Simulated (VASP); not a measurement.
# Te2O (Pn-3m) in VASP: further runs

The runs below take Te2O through single point, relaxation of cell and atoms, with PBE.

All numbers are computed with VASP 6.6.1; they aren't measurements. Logs are shortened: lines on timing, memory, paths and dates and some standing lists are left out, and cuts for length are marked.

## (1) The cell of the first run

Symmetry: Pn-3m, No. 224, cubic system. The conventional cell has a = 5.217 Å, b = 5.217 Å, c = 5.217 Å, α = 90.00°, β = 90.00°, γ = 90.00°. Within 3.0 Å of Te (site symmetry -3m) lie 2 O at 2.26 Å. O (site symmetry -43m) has 4 Te at 2.26 Å within 3.0 Å.

## (2) Single point, PBE

Input file INCAR:

```
SYSTEM = Te2O
PREC = Accurate
ENCUT = 520
EDIFF = 1E-7
ISMEAR = 0
SIGMA = 0.1
LREAL = .False.
LASPH = .True.
NELM = 60
ALGO = Normal
ISIF = 2
LWAVE = .False.
LCHARG = .True.
GGA = PE
LELF = .True.
LVHAR = .True.
NBANDS = 27
```

Input file KPOINTS:

```
regular mesh
0
Gamma
  8 8 8
  0 0 0
```

Input file POSCAR:

```
Te2O
1.0
    5.2173862724      0.0000000000      0.0000000000
    0.0000000000      5.2173862724      0.0000000000
    0.0000000000      0.0000000000      5.2173862724
Te O
4 2
Direct
    0.2500000000      0.2500000000      0.2500000000
    0.2500000000      0.7500000000      0.7500000000
    0.7500000000      0.7500000000      0.2500000000
    0.7500000000      0.2500000000      0.7500000000
    0.0000000000      0.0000000000      0.0000000000
    0.5000000000      0.5000000000      0.5000000000
```

Potentials or basis: VASP PAW PBE potentials, release 64 (Te, O).

Started as:

```console
$ cat potpaw_PBE.64/Te/POTCAR potpaw_PBE.64/O/POTCAR > POTCAR
$ mpirun -np 1 vasp_std > vasp.out
```

OUTCAR:

```text
SYSTEM = Te2O
   PREC = Accurate
   ENCUT = 520
   EDIFF = 1E-7
   ISMEAR = 0
   LREAL = .False.
   LASPH = .True.
   NELM = 60
   ISIF = 2
   GGA = PE

 ion  position               nearest neighbor table
   1  0.250  0.250  0.250-   5 2.26   6 2.26
   2  0.250  0.750  0.750-   5 2.26   6 2.26
   3  0.750  0.750  0.250-   5 2.26   6 2.26
   4  0.750  0.250  0.750-   5 2.26   6 2.26
   5  0.000  0.000  0.000-   1 2.26   2 2.26   3 2.26   4 2.26
   6  0.500  0.500  0.500-   1 2.26   2 2.26   3 2.26   4 2.26

  LATTYP: Found a simple cubic cell.
 ALAT       =     5.2173862724

  Lattice vectors:

 A1 = (   5.2173862724,   0.0000000000,   0.0000000000)
 A2 = (   0.0000000000,   5.2173862724,   0.0000000000)
 A3 = (   0.0000000000,   0.0000000000,   5.2173862724)

Analysis of symmetry for initial positions (statically):
=====================================================================
 Subroutine PRICEL returns:
 Original cell was already a primitive cell.

 Routine SETGRP: Setting up the symmetry group for a
 simple cubic supercell.

 Subroutine GETGRP returns: Found 48 space group operations
 (whereof 24 operations were pure point group operations)
 out of a pool of 48 trial point group operations.

The static configuration has the point symmetry T_d .
 The point group associated with its full space group is O_h .

Analysis of symmetry for dynamics (positions and initial velocities):
=====================================================================
 Subroutine PRICEL returns:
 Original cell was already a primitive cell.

 Routine SETGRP: Setting up the symmetry group for a
 simple cubic supercell.

 Subroutine GETGRP returns: Found 48 space group operations
 (whereof 24 operations were pure point group operations)
 out of a pool of 48 trial point group operations.

The dynamic configuration has the point symmetry T_d .
 The point group associated with its full space group is O_h .

 Subroutine INISYM returns: Found 48 space group operations
 (whereof 24 operations are pure point group operations),
 and found     1 'primitive' translations

----------------------------------------------------------------------------------------

                                     Primitive cell

  volume of cell :     142.0231

  direct lattice vectors                    reciprocal lattice vectors
     5.217386272  0.000000000  0.000000000     0.191666852  0.000000000  0.000000000
     0.000000000  5.217386272  0.000000000     0.000000000  0.191666852  0.000000000
     0.000000000  0.000000000  5.217386272     0.000000000  0.000000000  0.191666852

  length of vectors
     5.217386272  5.217386272  5.217386272     0.191666852  0.191666852  0.191666852

  position of ions in fractional coordinates (direct lattice)
     0.250000000  0.250000000  0.250000000
     0.250000000  0.750000000  0.750000000
     0.750000000  0.750000000  0.250000000
     0.750000000  0.250000000  0.750000000
     0.000000000  0.000000000  0.000000000
     0.500000000  0.500000000  0.500000000

  ion indices of the primitive-cell ions
   primitive index   ion index
                 1           1
                 2           2
                 3           3
                 4           4
                 5           5
                 6           6

----------------------------------------------------------------------------------------

 KPOINTS: regular mesh

Automatic generation of k-mesh.
 Grid dimensions read from file:
 generate k-points for:    8    8    8

 Generating k-lattice:

  Cartesian coordinates                     Fractional coordinates (reciprocal lattice)
     0.023958356  0.000000000  0.000000000     0.125000000  0.000000000  0.000000000
     0.000000000  0.023958356  0.000000000     0.000000000  0.125000000  0.000000000
     0.000000000  0.000000000  0.023958356     0.000000000  0.000000000  0.125000000

  Length of vectors
     0.023958356  0.023958356  0.023958356

  Shift w.r.t. Gamma in fractional coordinates (k-lattice)
     0.000000000  0.000000000  0.000000000

 Subroutine IBZKPT returns following result:
 ===========================================

 Found     35 irreducible k-points:

 Following reciprocal coordinates:
            Coordinates               Weight
  0.000000  0.000000  0.000000      1.000000
  0.125000  0.000000  0.000000      6.000000
  0.250000  0.000000  0.000000      6.000000
  0.375000  0.000000  0.000000      6.000000
  0.500000  0.000000  0.000000      3.000000
  0.125000  0.125000  0.000000     12.000000
[... 16 lines left out ...]
  0.375000  0.375000  0.125000     24.000000
  0.500000  0.375000  0.125000     24.000000
 [... further k-points ...]
   k-points           NKPTS =     35   k-points in BZ     NKDIM =     35   number of bands    NBANDS=     27
   number of dos      NEDOS =    301   number of ions     NIONS =      6
   total plane-waves  NPLWV =  64000
   dimension x,y,z NGX =    40 NGY =   40 NGZ =   40
   dimension x,y,z NGXF=    80 NGYF=   80 NGZF=   80
   ions per type =               4   2
   NGX,Y,Z   is equivalent  to a cutoff of  12.75, 12.75, 12.75 a.u.
   NGXF,Y,Z  is equivalent  to a cutoff of  25.49, 25.49, 25.49 a.u.
 SYSTEM =  Te2O
   PREC   = accura    normal or accurate (medium, high low for compatibility)
   ISTART =      0    job   : 0-new  1-cont  2-samecut
   ICHARG =      2    charge: 1-file 2-atom 10-const
   ISPIN  =      1    spin polarized calculation?
   LNONCOLLINEAR =      F non collinear calculations
   LSORBIT =      F    spin-orbit coupling
   LASPH  =      T    aspherical Exc in radial PAW
   ENCUT  =  520.0 eV  38.22 Ry    6.18 a.u.   9.70  9.70  9.70*2*pi/ulx,y,z
   NELM   =     60;   NELMIN=  2; NELMDL= -5     # of ELM steps
   EDIFF  = 0.1E-06   stopping-criterion for ELM
   LREAL  =      F    real-space projection
   EDIFFG = 0.1E-05   stopping-criterion for IOM
   NSW    =      0    number of steps for IOM
   IBRION =     -1    ionic relax: 0-MD 1-quasi-New 2-CG
   NFREE  =      0    steps in history (QN), initial steepest desc. (CG)
   ISIF   =      2    stress and relaxation
   ISYM   =      2    0-nonsym 1-usesym 2-fastsym
   POTIM  = 0.5000    time-step for ionic-motion
   TEBEG  =    0.0;   TEEND  =   0.0 temperature during run
   PSTRESS=    0.0 pullay stress
   NELECT =      36.0000    total number of electrons
   NUPDOWN=      -1.0000    fix difference up-down
   EMIN   =  10.00;   EMAX   =-10.00  energy-range for DOS
   EFERMI =   0.00;   METHOD = LEGACY
   ISMEAR =     0;   SIGMA  =   0.10  broadening in eV -4-tet -1-fermi 0-gaus
   EFERMI_NEDOS =   21; number of points for ismear=-14 and -15
   IALGO  =     38    algorithm
   IMIX   =      4    mixing-type and parameters
     AMIX     =   0.40;   BMIX     =  1.00
     AMIX_MAG =   1.60;   BMIX_MAG =  1.00
  volume/ion in A,a.u.               =      23.67       159.74
  Fermi-wavevector in a.u.,A,eV,Ry     =   1.036071  1.957889 14.605068  1.073442
  Thomas-Fermi vector in A             =   2.170444
   LORBIT       =      0    0 simple, 1 ext, 2 COOP (PROOUT), +10 PAW based schemes
   GGA     = PE    functional components
   LHFCALC =     F    Hartree Fock is set to
   AEXX    =    0.0000 exact exchange contribution
   IVDW    =     0    specifies the selected vdW correction
   LEPSILON=     F    determine dielectric tensor
   LRPA    =     F    only Hartree local field effects (RPA)
 non-spin polarized calculation
 Gauss-broadening in eV      SIGMA  =   0.10
  energy-cutoff  :      520.00
  volume of cell :      142.02
 maximum number of plane-waves:      3887
 NGX is ok and might be reduce to    40
   NGX = 19   NGY = 19   NGZ = 19

 number of electron      36.0000000 magnetization

 Free energy of the ion-electron system (eV)
  ---------------------------------------------------
  ext. energy  EPLUGINS =         0.00000000
  ---------------------------------------------------
  free energy    TOTEN  =       -22.78943697 eV

  energy without entropy =      -22.77202281  energy(sigma->0) =      -22.78072989

 E-fermi :   6.5434     XC(G=0):  -9.6762

 val. band max:        6.5410672716   @ k =   0.1250   0.1250   0.1250
 cond. band min:       6.5476213735   @ k =   0.3750   0.3750   0.1250
 fundamental gap:      0.0065541019
 Fermi energy:         6.5434309335

 k-point     1 :       0.0000    0.0000    0.0000
  band No.  band energies     occupation
      1     -13.6422      2.00000
      2     -13.4112      2.00000
      3      -4.7641      2.00000
      4      -4.7078      2.00000
      5      -4.7078      2.00000
      6      -4.7078      2.00000
[... 19 lines left out ...]
     26      10.4937      0.00000
     27      10.4937      0.00000

 k-point     2 :       0.1250    0.0000    0.0000
  band No.  band energies     occupation
      1     -13.6316      2.00000
      2     -13.4181      2.00000
      3      -4.7938      2.00000
      4      -4.7439      2.00000
      5      -4.6993      2.00000
      6      -4.6993      2.00000
[... 19 lines left out ...]
     26      10.8090      0.00000
     27      10.8090      0.00000

 k-point     3 :       0.2500    0.0000    0.0000
  band No.  band energies     occupation
      1     -13.6026      2.00000
      2     -13.4387      2.00000
      3      -4.8628      2.00000
      4      -4.8283      2.00000
      5      -4.6787      2.00000
      6      -4.6787      2.00000
[... 19 lines left out ...]
     26      11.5413      0.00000
     27      11.5765      0.00000

 k-point     4 :       0.3750    0.0000    0.0000
  band No.  band energies     occupation
      1     -13.5609      2.00000
      2     -13.4719      2.00000
      3      -4.9270      2.00000
      4      -4.9102      2.00000
      5      -4.6577      2.00000
      6      -4.6577      2.00000
[... 19 lines left out ...]
     26      12.2112      0.00000
     27      12.5026      0.00000
[... 516 lines left out ...]
      4      -5.1574      2.00000
      5      -4.7161      2.00000
      6      -3.9528      2.00000
[... 19 lines left out ...]
     26      12.7957      0.00000
     27      13.3903      0.00000

 k-point    23 :       0.3750    0.3750    0.1250
  band No.  band energies     occupation
      1     -13.5267      2.00000
      2     -13.4776      2.00000
      3      -5.2909      2.00000
      4      -5.2780      2.00000
      5      -4.6627      2.00000
      6      -3.8216      2.00000
[... 19 lines left out ...]
     26      13.1749      0.00000
     27      13.3361      0.00000

 k-point    24 :       0.5000    0.3750    0.1250
  band No.  band energies     occupation
      1     -13.5205      2.00000
      2     -13.4797      2.00000
      3      -5.3380      2.00000
      4      -5.3069      2.00000
      5      -4.6335      2.00000
      6      -3.7563      2.00000
[... 19 lines left out ...]
     26      13.0907      0.00000
     27      13.9143      0.00000

 [... further k-points ...]

------------------------ aborting loop because EDIFF is reached ----------------------------------------

  FORCE on cell =-STRESS in cart. coord.  units (eV):
  Direction    XX          YY          ZZ          XY          YZ          ZX
  --------------------------------------------------------------------------------------
  -------------------------------------------------------------------------------------
  Total       -0.2673266     -0.2673266     -0.2673266      0.0000000      0.0000000     -0.0000000
  in kB       -3.0157391     -3.0157391     -3.0157391      0.0000000      0.0000000     -0.0000000
  external PRESSURE =      -3.0157391 kB  Pullay stress =       0.0000000 kB

 VOLUME and BASIS-vectors are now :
 -----------------------------------------------------------------------------
  energy-cutoff  :      520.00
  volume of cell :      142.02
      direct lattice vectors                 reciprocal lattice vectors
     5.217386272  0.000000000  0.000000000     0.191666852  0.000000000  0.000000000
     0.000000000  5.217386272  0.000000000     0.000000000  0.191666852  0.000000000
     0.000000000  0.000000000  5.217386272     0.000000000  0.000000000  0.191666852

 POSITION                                       TOTAL-FORCE (eV/Angst)
 -----------------------------------------------------------------------------------
      1.30435      1.30435      1.30435         0.000000     -0.000000      0.000000
      1.30435      3.91304      3.91304        -0.000000     -0.000000      0.000000
      3.91304      3.91304      1.30435        -0.000000      0.000000     -0.000000
      3.91304      1.30435      3.91304        -0.000000      0.000000     -0.000000
      0.00000      0.00000      0.00000        -0.000000     -0.000000     -0.000000
      2.60869      2.60869      2.60869        -0.000000      0.000000      0.000000
 -----------------------------------------------------------------------------------
    total drift:                                0.000000      0.000000     -0.000000

  FREE ENERGIE OF THE ION-ELECTRON SYSTEM (eV)
  ---------------------------------------------------
  free  energy   TOTEN  =       -22.7894369671 eV

  energy  without entropy=      -22.7720228106  energy(sigma->0) =      -22.78072989
```

Run time: 67 s. Hardware: 1 thread of Intel Xeon 6975P-C (Granite Rapids), shared host; peak memory 0.29 GiB.

Results:

```yaml
Free_energy: -22.7894 eV
Pressure: -0.3 GPa
Band_gap_on_the_k_mesh: zero (bands 18 and 19 overlap by 0.56 eV)
```

Levels at points of the mesh, in eV from the Fermi level:
| k point | band 16 | band 17 | band 18 | band 19 | band 20 | band 21 |
| --- | --- | --- | --- | --- | --- | --- |
| (0.00, 0.00, 0.00) | -1.16 | -1.16 | -0.38 | 1.02 | 1.02 | 1.02 |
| (0.50, 0.00, 0.00) | -2.19 | -1.13 | -1.13 | 0.84 | 0.84 | 1.33 |
| (0.50, 0.50, 0.00) | -1.73 | -1.11 | -1.11 | 0.40 | 0.40 | 1.46 |
| (0.50, 0.50, 0.50) | -1.24 | 0.40 | 0.40 | 0.57 | 0.57 | 0.57 |

Caveat: spin-orbit coupling is left out, which moves the levels of the heavy elements.

## (3) Relaxation of cell and atoms, PBE

This run uses another cell than the first one, of 23.77 Å³/atom.

Input file INCAR:

```
PREC = Accurate ; ENCUT = 600
EDIFF = 1E-6 ; ISMEAR = 0
SIGMA = 0.1 ; LREAL = F
LASPH = T ; NELM = 60
ALGO = Normal ; ISIF = 3
LWAVE = F ; LCHARG = F
GGA = PE ; IBRION = 2
NSW = 100 ; EDIFFG = -0.01
```

Input file KPOINTS:

```
Automatic mesh
0
Gamma
  8 8 8
```

POSCAR: that of step 2 with these lines changed.

```diff
@@ -2,5 +2,5 @@
 1.0
-    5.2173862724      0.0000000000      0.0000000000
-    0.0000000000      5.2173862724      0.0000000000
-    0.0000000000      0.0000000000      5.2173862724
+    5.2246593109      0.0000000000      0.0000000000
+    0.0000000000      5.2246593109      0.0000000000
+    0.0000000000      0.0000000000      5.2246593109
 Te O
```

Potentials or basis: VASP PAW PBE potentials, release 64 (Te, O).

Started as:

```console
$ cat potpaw_PBE.64/Te/POTCAR potpaw_PBE.64/O/POTCAR > POTCAR
$ mpirun -np 1 vasp_std > vasp.out
```

Run time: 2 min. Hardware: 1 thread of Intel Xeon 6975P-C (Granite Rapids), shared host; peak memory 0.34 GiB.

It converged, with:

| Property | Result |
| --- | --- |
| Free energy | -22.7947 eV |
| Relaxed volume | 23.54 Å³/atom |
| Relaxed cell | a = 5.208 Å, b = 5.208 Å, c = 5.208 Å, α = 90.00°, β = 90.00°, γ = 90.00° |
| Space group after relaxing (to 0.1 Å) | Pn-3m (No. 224) |
| Energy gained by relaxing | 0.5 meV/atom |
| Ionic steps | 3 |
| Pressure after relaxing | 0.0 GPa |
| Band gap on the k mesh | zero (bands 18 and 19 overlap by 0.57 eV) |

The path:
| step | energy change (eV) | largest force (eV/Å) | pressure (GPa) | volume (Å³) |
| --- | --- | --- | --- | --- |
| 1 | 0.0000 | 0.0000 | -0.61 | 142.62 |
| 2 | -0.0023 | 0.0000 | 0.24 | 140.74 |
| 3 | -0.0027 | 0.0000 | 0.04 | 141.24 |

Final structure:
```xyz
6
Lattice="5.2078 0.0000 0.0000 0.0000 5.2078 0.0000 0.0000 0.0000 5.2078" Properties=species:S:1:pos:R:3 pbc="T T T"
Te    1.3020    1.3020    1.3020
Te    1.3020    3.9059    3.9059
Te    3.9059    3.9059    1.3020
Te    3.9059    1.3020    3.9059
O     0.0000    0.0000    0.0000
O     2.6039    2.6039    2.6039
```

Levels at points of the mesh, in eV from the Fermi level:
```csv
k point,band 15,band 16,band 17,band 18,band 19,band 20,band 21,band 22
"(0.00, 0.00, 0.00)",-1.17,-1.17,-1.17,-0.37,1.03,1.03,1.03,3.48
"(0.50, 0.00, 0.00)",-2.20,-2.20,-1.15,-1.15,0.85,0.85,1.33,1.33
"(0.50, 0.50, 0.00)",-1.74,-1.74,-1.12,-1.12,0.40,0.40,1.47,1.47
"(0.50, 0.50, 0.50)",-3.45,-1.25,0.40,0.40,0.57,0.57,0.57,3.61
```

Caveat: spin-orbit coupling is left out, which moves the levels of the heavy elements.
